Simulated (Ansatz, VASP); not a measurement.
# GaF in VASP and in Ansatz

```
Ga F
1.0
     0.00000    2.57696    2.57696
     2.57696    0.00000    2.57696
     2.57696    2.57696    0.00000
Ga F
1 1
Direct
  0.25000 0.25000 0.25000
  0.00000 0.00000 0.00000
```

Alike in both runs: task single point; functional PBE; k mesh 9 × 9 × 9; occupations gaussian, width 0.022 eV; no spin polarisation.

```csv
,VASP,Ansatz
version,VASP 6.6.1,Ansatz 0.2.0
potentials or method,"VASP PAW PBE potentials, release 64 (Ga_d, F)",Ansatz PAW
plane-wave cutoff (eV),600,420
valence electrons in the cell,20,20
```

```csv
,VASP,Ansatz,Ansatz less VASP
gap on the k mesh at the Fermi level (eV),1.01,1.01,+0.003
least direct gap on the mesh (eV),1.01,1.01,+0.003
pressure (GPa),14.5,14.5,+0.02
```

With one functional, cell and mesh, what is left measures potentials, basis and numerics.

Noted on Ansatz's run: odd divisions of the mesh miss points on the zone boundary, where band edges often lie, so the gap on the mesh can be too wide.
